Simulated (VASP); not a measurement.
# Al (Fmmm) in VASP: notebook

The runs below take Al through single point, with r2SCAN.

All numbers are computed with VASP 6.6.1; they aren't measurements. Logs are shortened: lines on timing, memory, paths and dates and some standing lists are left out, and cuts for length are marked.

## Step 1: The cell of the first run

The structure is orthorhombic, space group Fmmm (No. 69). Conventional cell: a = 3.182 Å, b = 4.473 Å, c = 4.529 Å, α = 90.00°, β = 90.00°, γ = 90.00°. Within 3.6 Å of Al (site symmetry mmm) lie 14 Al at 2.74 to 3.18 Å.

This isn't the form of Al at room conditions, which is fcc.

## Step 2: Single point, r2SCAN (strain +0.0125 x Voigt [0, 0, 0, 1, 0, 0])

Input file POSCAR:

```
Al
1.0
   -1.5912186900      1.6011638068      1.6011638068
    1.5912186900     -1.5812735732      1.5812735732
    1.5912186900      1.5812735732     -1.5812735732
Al
1
Direct
    0.0000000000      0.0000000000      0.0000000000
```

Input file INCAR.step1:

```
SYSTEM = Al
PREC = Accurate
ENCUT = 520
ISMEAR = 0
SIGMA = 0.15
LREAL = .False.
LASPH = .True.
NELM = 100
NBANDS = 8
GGA = PE
ALGO = Normal
EDIFF = 1E-4
LWAVE = .True.
LCHARG = .False.
```

Input file INCAR.step2:

```
SYSTEM = Al
PREC = Accurate
ENCUT = 520
EDIFF = 1E-7
ISMEAR = 0
SIGMA = 0.15
LREAL = .False.
LASPH = .True.
NELM = 100
ALGO = Normal
ISIF = 2
LWAVE = .False.
LCHARG = .False.
METAGGA = R2SCAN
LMIXTAU = .True.
NBANDS = 8
ISTART = 1
```

Input file KPOINTS:

```
regular mesh
0
Gamma
  20 20 20
  0 0 0
```

Potentials or basis: VASP PAW PBE potentials, release 64 (Al).

On the command line:

```console
$ cat potpaw_PBE.64/Al/POTCAR > POTCAR
$ cp INCAR.step1 INCAR
$ mpirun -np 1 vasp_std > vasp.out
$ cp INCAR.step2 INCAR
$ mpirun -np 1 vasp_std > vasp.out
```

OUTCAR:

```text
SYSTEM = Al
   PREC = Accurate
   ENCUT = 520
   EDIFF = 1E-7
   ISMEAR = 0
   LREAL = .False.
   LASPH = .True.
   NELM = 100
   ISIF = 2
   METAGGA = R2SCAN
   ISTART = 1

 ion  position               nearest neighbor table
   1  0.000  0.000  0.000-

  LATTYP: Found a face centered orthorhombic cell.
 ALAT       =     3.1824373800
 B/A-ratio  =     1.4053747276
 C/A-ratio  =     1.4230523971

  Lattice vectors:

 A1 = (   0.0000000000,   3.1824373800,   0.0198902336)
 A2 = (   1.5912186900,   1.6011638068,   1.6011638068)
 A3 = (   1.5912186900,   1.5812735732,  -1.5812735732)

Analysis of symmetry for initial positions (statically):
=====================================================================
 Subroutine PRICEL returns:
 Original cell was already a primitive cell.

 Routine SETGRP: Setting up the symmetry group for a
 face centered orthorhombic supercell.

 Subroutine GETGRP returns: Found  8 space group operations
 (whereof  8 operations were pure point group operations)
 out of a pool of  8 trial point group operations.

The static configuration has the point symmetry D_2h.

Analysis of symmetry for dynamics (positions and initial velocities):
=====================================================================
 Subroutine PRICEL returns:
 Original cell was already a primitive cell.

 Routine SETGRP: Setting up the symmetry group for a
 face centered orthorhombic supercell.

 Subroutine GETGRP returns: Found  8 space group operations
 (whereof  8 operations were pure point group operations)
 out of a pool of  8 trial point group operations.

The dynamic configuration has the point symmetry D_2h.

 Subroutine INISYM returns: Found  8 space group operations
 (whereof  8 operations are pure point group operations),
 and found     1 'primitive' translations

----------------------------------------------------------------------------------------

                                     Primitive cell

  volume of cell :      16.1151

  direct lattice vectors                    reciprocal lattice vectors
    -1.591218690  1.601163807  1.601163807     0.000000000  0.312272859  0.312272859
     1.591218690 -1.581273573  1.581273573     0.314224565 -0.001963980  0.314236839
     1.591218690  1.581273573 -1.581273573     0.314224565  0.314236839 -0.001963980

  length of vectors
     2.767567161  2.744599997  2.744599997     0.441620513  0.444393660  0.444393660

  position of ions in fractional coordinates (direct lattice)
     0.000000000  0.000000000  0.000000000

  ion indices of the primitive-cell ions
   primitive index   ion index
                 1           1

----------------------------------------------------------------------------------------

 KPOINTS: regular mesh

Automatic generation of k-mesh.
 Grid dimensions read from file:
 generate k-points for:   20   20   20

 Generating k-lattice:

  Cartesian coordinates                     Fractional coordinates (reciprocal lattice)
     0.000000000  0.015613643  0.015613643     0.050000000  0.000000000  0.000000000
     0.015711228 -0.000098199  0.015711842     0.000000000  0.050000000 -0.000000000
     0.015711228  0.015711842 -0.000098199     0.000000000 -0.000000000  0.050000000

  Length of vectors
     0.022081026  0.022219683  0.022219683

  Shift w.r.t. Gamma in fractional coordinates (k-lattice)
     0.000000000  0.000000000  0.000000000

 Subroutine IBZKPT returns following result:
 ===========================================

 Found   1166 irreducible k-points:

 Following reciprocal coordinates:
            Coordinates               Weight
  0.000000  0.000000  0.000000      1.000000
  0.050000  0.000000  0.000000      2.000000
  0.100000  0.000000  0.000000      2.000000
  0.150000  0.000000  0.000000      2.000000
  0.200000  0.000000  0.000000      2.000000
  0.250000  0.000000  0.000000      2.000000
[... 16 lines left out ...]
  0.050000  0.100000  0.000000      8.000000
  0.100000  0.100000 -0.000000      8.000000
 [... further k-points ...]
   k-points           NKPTS =   1166   k-points in BZ     NKDIM =   1166   number of bands    NBANDS=      8
   number of dos      NEDOS =    301   number of ions     NIONS =      1
   total plane-waves  NPLWV =   9600
   dimension x,y,z NGX =    24 NGY =   20 NGZ =   20
   dimension x,y,z NGXF=    48 NGYF=   40 NGZF=   40
   ions per type =               1
   NGX,Y,Z   is equivalent  to a cutoff of  14.42, 12.11, 12.11 a.u.
   NGXF,Y,Z  is equivalent  to a cutoff of  28.83, 24.23, 24.23 a.u.
 SYSTEM =  Al
   PREC   = accura    normal or accurate (medium, high low for compatibility)
   ISTART =      1    job   : 0-new  1-cont  2-samecut
   ICHARG =      0    charge: 1-file 2-atom 10-const
   ISPIN  =      1    spin polarized calculation?
   LNONCOLLINEAR =      F non collinear calculations
   LSORBIT =      F    spin-orbit coupling
   LASPH  =      T    aspherical Exc in radial PAW
   ENCUT  =  520.0 eV  38.22 Ry    6.18 a.u.   5.15  5.10  5.10*2*pi/ulx,y,z
   NELM   =    100;   NELMIN=  2; NELMDL=  0     # of ELM steps
   EDIFF  = 0.1E-06   stopping-criterion for ELM
   LREAL  =      F    real-space projection
   EDIFFG = 0.1E-05   stopping-criterion for IOM
   NSW    =      0    number of steps for IOM
   IBRION =     -1    ionic relax: 0-MD 1-quasi-New 2-CG
   NFREE  =      0    steps in history (QN), initial steepest desc. (CG)
   ISIF   =      2    stress and relaxation
   ISYM   =      2    0-nonsym 1-usesym 2-fastsym
   POTIM  = 0.5000    time-step for ionic-motion
   TEBEG  =    0.0;   TEEND  =   0.0 temperature during run
   PSTRESS=    0.0 pullay stress
   NELECT =       3.0000    total number of electrons
   NUPDOWN=      -1.0000    fix difference up-down
   EMIN   =  10.00;   EMAX   =-10.00  energy-range for DOS
   EFERMI =   0.00;   METHOD = LEGACY
   ISMEAR =     0;   SIGMA  =   0.15  broadening in eV -4-tet -1-fermi 0-gaus
   EFERMI_NEDOS =   21; number of points for ismear=-14 and -15
   IALGO  =     38    algorithm
   IMIX   =      4    mixing-type and parameters
     AMIX     =   0.40;   BMIX     =  1.00
     AMIX_MAG =   1.60;   BMIX_MAG =  1.00
  volume/ion in A,a.u.               =      16.12       108.75
  Fermi-wavevector in a.u.,A,eV,Ry     =   0.934769  1.766458 11.888680  0.873793
  Thomas-Fermi vector in A             =   2.061608
   LORBIT       =      0    0 simple, 1 ext, 2 COOP (PROOUT), +10 PAW based schemes
   METAGGA = R2SCAN    functional components
   LHFCALC =     F    Hartree Fock is set to
   AEXX    =    0.0000 exact exchange contribution
   IVDW    =     0    specifies the selected vdW correction
   LEPSILON=     F    determine dielectric tensor
   LRPA    =     F    only Hartree local field effects (RPA)
 non-spin polarized calculation
 Gauss-broadening in eV      SIGMA  =   0.15
  energy-cutoff  :      520.00
  volume of cell :       16.12
 maximum number of plane-waves:       452
 NGX is ok and might be reduce to    24
   NGX = 11   NGY = 11   NGZ = 11

 number of electron       3.0000000 magnetization

 Free energy of the ion-electron system (eV)
  ---------------------------------------------------
  ext. energy  EPLUGINS =         0.00000000
  ---------------------------------------------------
  free energy    TOTEN  =        -6.62547317 eV

  energy without entropy =       -6.62034295  energy(sigma->0) =       -6.62290806

 E-fermi :   8.2828     XC(G=0): -11.0096

 val. band max:        8.2794699892   @ k =   0.0500   0.4500   0.2500
 cond. band min:       8.2846745483   @ k =   0.5000  -0.3500   0.2000
 fundamental gap:      0.0052045591
 Fermi energy:         8.2827867131

 k-point     1 :       0.0000    0.0000    0.0000
  band No.  band energies     occupation
      1      -3.7480      2.00000
      2      22.3680      0.00000
      3      22.4398      0.00000
      4      22.5596      0.00000
      5      24.3790      0.00000
      6      24.5680      0.00000
      7      24.7295      0.00000
      8      25.7330      0.00000

 k-point     2 :       0.0500    0.0000    0.0000
  band No.  band energies     occupation
      1      -3.6712      2.00000
      2      21.3444      0.00000
      3      22.0384      0.00000
      4      22.0443      0.00000
      5      24.1839      0.00000
      6      24.8361      0.00000
      7      25.1028      0.00000
      8      25.2148      0.00000

 k-point     3 :       0.1000    0.0000    0.0000
  band No.  band energies     occupation
      1      -3.4411      2.00000
      2      19.2947      0.00000
      3      21.1575      0.00000
      4      21.2962      0.00000
      5      23.2646      0.00000
      6      24.3067      0.00000
      7      25.4783      0.00000
      8      26.3330      0.00000

 k-point     4 :       0.1500    0.0000    0.0000
  band No.  band energies     occupation
      1      -3.0584      2.00000
      2      17.0661      0.00000
      3      20.3045      0.00000
      4      20.4263      0.00000
      5      22.3499      0.00000
      6      23.6096      0.00000
      7      26.1196      0.00000
      8      26.6877      0.00000

 k-point     5 :       0.2000    0.0000    0.0000
  band No.  band energies     occupation
      1      -2.5243      2.00000
      2      14.8538      0.00000
      3      19.5464      0.00000
      4      19.5846      0.00000
      5      21.5216      0.00000
      6      22.9669      0.00000
      7      26.8171      0.00000
      8      27.1203      0.00000
[... 177 lines left out ...]
 k-point    22 :       0.0000    0.1000   -0.0000
  band No.  band energies     occupation
      1      -3.4373      2.00000
      2      19.5239      0.00000
      3      21.0485      0.00000
      4      21.3368      0.00000
      5      23.2481      0.00000
      6      24.1765      0.00000
      7      25.3901      0.00000
      8      26.0587      0.00000

 k-point    23 :       0.0500    0.1000    0.0000
  band No.  band energies     occupation
      1      -3.2075      2.00000
      2      18.4521      0.00000
      3      19.4192      0.00000
      4      20.8834      0.00000
      5      23.3974      0.00000
      6      23.9451      0.00000
      7      25.5132      0.00000
      8      26.4772      0.00000

 k-point    24 :       0.1000    0.1000   -0.0000
  band No.  band energies     occupation
      1      -2.8255      2.00000
      2      17.1173      0.00000
      3      17.6270      0.00000
      4      20.1478      0.00000
      5      23.4158      0.00000
      6      23.7216      0.00000
      7      26.2576      0.00000
      8      26.5018      0.00000

 [... further k-points ...]

------------------------ aborting loop because EDIFF is reached ----------------------------------------

  FORCE on cell =-STRESS in cart. coord.  units (eV):
  Direction    XX          YY          ZZ          XY          YZ          ZX
  --------------------------------------------------------------------------------------
  -------------------------------------------------------------------------------------
  Total        0.0136218      0.0188282      0.0188282      0.0000000     -0.0437380      0.0000000
  in kB        1.3542914      1.8719147      1.8719147      0.0000000     -4.3484763      0.0000000
  external PRESSURE =       1.6993736 kB  Pullay stress =       0.0000000 kB

 VOLUME and BASIS-vectors are now :
 -----------------------------------------------------------------------------
  energy-cutoff  :      520.00
  volume of cell :       16.12
      direct lattice vectors                 reciprocal lattice vectors
    -1.591218690  1.601163807  1.601163807     0.000000000  0.312272859  0.312272859
     1.591218690 -1.581273573  1.581273573     0.314224565 -0.001963980  0.314236839
     1.591218690  1.581273573 -1.581273573     0.314224565  0.314236839 -0.001963980

 POSITION                                       TOTAL-FORCE (eV/Angst)
 -----------------------------------------------------------------------------------
      0.00000      0.00000      0.00000        -0.000000      0.000000     -0.000000
 -----------------------------------------------------------------------------------
    total drift:                                0.000000      0.000000     -0.000000

  FREE ENERGIE OF THE ION-ELECTRON SYSTEM (eV)
  ---------------------------------------------------
  free  energy   TOTEN  =        -6.6254731739 eV

  energy  without entropy=       -6.6203429484  energy(sigma->0) =       -6.62290806
```

Run time: 5.2 min. Hardware: 1 thread of Intel Xeon Platinum 8259CL at 2.50GHz (Skylake/Cascade Lake), shared host; peak memory 0.23 GiB.

Results:

```
Free energy            : -6.6255 eV
Pressure               : 0.2 GPa
Band gap on the k mesh : zero (an odd number of electrons rules out a gap without spin polarisation)
```

Stress tensor (GPa, compression positive):
```
 0.14  0.00  0.00
 0.00  0.19 -0.43
 0.00 -0.43  0.19
```

Caveat: the cell differs from its parent crystal (strain +0.0125 x Voigt [0, 0, 0, 1, 0, 0]); the PAW data sets were made with another functional, which shifts forces and pressure a little.

## Step 3: Single point, r2SCAN (strain +0.0075 x Voigt [0, 0, 0, 1, 0, 0])

Input file POSCAR:

```
Al
1.0
   -1.5912186900      1.5971857601      1.5971857601
    1.5912186900     -1.5852516199      1.5852516199
    1.5912186900      1.5852516199     -1.5852516199
Al
1
Direct
    0.0000000000      0.0000000000      0.0000000000
```

Input file INCAR.step1:

```
SYSTEM = Al
ALGO = Normal
EDIFF = 1E-4
ENCUT = 520
GGA = PE
ISMEAR = 0
LASPH = .True.
LCHARG = .False.
LREAL = .False.
LWAVE = .True.
NBANDS = 8
NELM = 60
PREC = Accurate
SIGMA = 0.15
```

Input file INCAR.step2:

```
SYSTEM = Al
ALGO = Normal
EDIFF = 1E-7
ENCUT = 520
ISIF = 2
ISMEAR = 0
ISTART = 1
LASPH = .True.
LCHARG = .False.
LMIXTAU = .True.
LREAL = .False.
LWAVE = .False.
METAGGA = R2SCAN
NBANDS = 8
NELM = 60
PREC = Accurate
SIGMA = 0.15
```

Input file KPOINTS:

```
k-points
0
Gamma
  20 20 20
  0 0 0
```

Potentials or basis: VASP PAW PBE potentials, release 64 (Al).

On the command line:

```console
$ cat potpaw_PBE.64/Al/POTCAR > POTCAR
$ cp INCAR.step1 INCAR
$ mpirun -np 1 vasp_std > vasp.out
$ cp INCAR.step2 INCAR
$ mpirun -np 1 vasp_std > vasp.out
```

Run time: 4.3 min. Hardware: 1 thread of Intel Xeon Platinum 8259CL at 2.50GHz (Skylake/Cascade Lake), shared host; peak memory 0.23 GiB.

The run converged. Its results:

```
Free energy            : -6.6256 eV
Pressure               : 0.2 GPa
Band gap on the k mesh : zero (an odd number of electrons rules out a gap without spin polarisation)
```

Stress tensor (GPa, compression positive):
```
 0.15  0.00  0.00
 0.00  0.18 -0.24
 0.00 -0.24  0.18
```

Levels at points of the mesh, in eV from the Fermi level:
```
           k point  band 1  band 2  band 3  band 4  band 5
(0.00, 0.00, 0.00)  -12.03   14.12   14.17   14.24   16.17
(0.50, 0.00, 0.00)   -4.85   -4.11    8.75    9.09   10.84
(0.00, 0.50, 0.00)   -4.81   -4.04    8.73    9.00   10.81
(0.00, 0.50, 0.50)   -4.77   -3.96    8.71    8.93   10.76
(0.50, 0.50, 0.50)    2.01    2.04    2.08    2.93    2.93
```

Caveat: the cell differs from its parent crystal (strain +0.0075 x Voigt [0, 0, 0, 1, 0, 0]); the PAW data sets were made with another functional, which shifts forces and pressure a little.

## Step 4: Single point, r2SCAN (strain +0.0025 x Voigt [0, 0, 0, 1, 0, 0])

Input file POSCAR:

```
Al
1.0
   -1.5912186900      1.5932077134      1.5932077134
    1.5912186900     -1.5892296666      1.5892296666
    1.5912186900      1.5892296666     -1.5892296666
Al
1
Direct
    0.0000000000      0.0000000000      0.0000000000
```

Input file INCAR.step1:

```
PREC = Accurate
ENCUT = 520
ISMEAR = 0
SIGMA = 0.15
LREAL = False
LASPH = True
NELM = 80
NBANDS = 8
GGA = PE
ALGO = Normal
EDIFF = 1E-4
LWAVE = True
LCHARG = False
```

Input file INCAR.step2:

```
PREC = Accurate
ENCUT = 520
EDIFF = 1E-6
ISMEAR = 0
SIGMA = 0.15
LREAL = False
LASPH = True
NELM = 80
ALGO = Normal
ISIF = 2
LWAVE = False
LCHARG = True
METAGGA = R2SCAN
LMIXTAU = True
LELF = True
LVHAR = True
NBANDS = 8
ISTART = 1
```

Input file KPOINTS:

```
regular mesh
0
Gamma
  20 20 20
```

On the command line:

```console
$ cat potpaw_PBE.64/Al/POTCAR > POTCAR
$ cp INCAR.step1 INCAR
$ mpirun -np 1 vasp_std > vasp.out
$ cp INCAR.step2 INCAR
$ mpirun -np 1 vasp_std > vasp.out
```

Run time: 4.4 min. Hardware: 1 thread of Intel Xeon Platinum 8259CL at 2.50GHz (Skylake/Cascade Lake), shared host; peak memory 0.23 GiB.

The run converged. Its results:

| Quantity | Value |
| --- | --- |
| Free energy | -6.6257 eV |
| Pressure | 0.2 GPa |
| Band gap on the k mesh | zero (an odd number of electrons rules out a gap without spin polarisation) |

Stress tensor (GPa, compression positive):
```
 0.17  0.00  0.00
 0.00  0.17 -0.08
 0.00 -0.08  0.17
```

Levels at points of the mesh, in eV from the Fermi level:
```tsv
k point	band 1	band 2	band 3	band 4	band 5	band 6
(0.00, 0.00, 0.00)	-12.03	14.16	14.18	14.20	16.25	16.28
(0.50, 0.00, 0.00)	-4.82	-4.06	8.74	9.04	10.82	12.49
(0.00, 0.50, 0.00)	-4.81	-4.04	8.73	9.01	10.80	12.47
(0.00, 0.50, 0.50)	-4.80	-4.01	8.73	8.98	10.79	12.44
(0.50, 0.50, 0.50)	2.03	2.04	2.06	2.93	2.93	6.78
```

Caveat: the cell differs from its parent crystal (strain +0.0025 x Voigt [0, 0, 0, 1, 0, 0]); the PAW data sets were made with another functional, which shifts forces and pressure a little.

## Step 5: The runs side by side

| cell | gap on the mesh (eV) | pressure (GPa) |
| --- | --- | --- |
| a = 2.768, b = 2.745, c = 2.745 Å, angles 109.1, 109.5, 109.5°, 1 atom | none | 0.2 |
| a = 2.763, b = 2.749, c = 2.749 Å, angles 109.3, 109.5, 109.5°, 1 atom | none | 0.2 |
| a = 2.758, b = 2.754, c = 2.754 Å, angles 109.4, 109.5, 109.5°, 1 atom | none | 0.2 |

Alike in all rows: task single point; level r2SCAN; potentials or basis VASP PAW PBE potentials, release 64 (Al); no spin polarisation; k mesh 20 × 20 × 20; cutoff (eV) 520; smearing gaussian 0.15 eV.

Caveats: the PAW data sets were made with another functional, which shifts forces and pressure a little.

Total energies depend on the potentials used, so only differences within one code and one set of settings carry meaning.
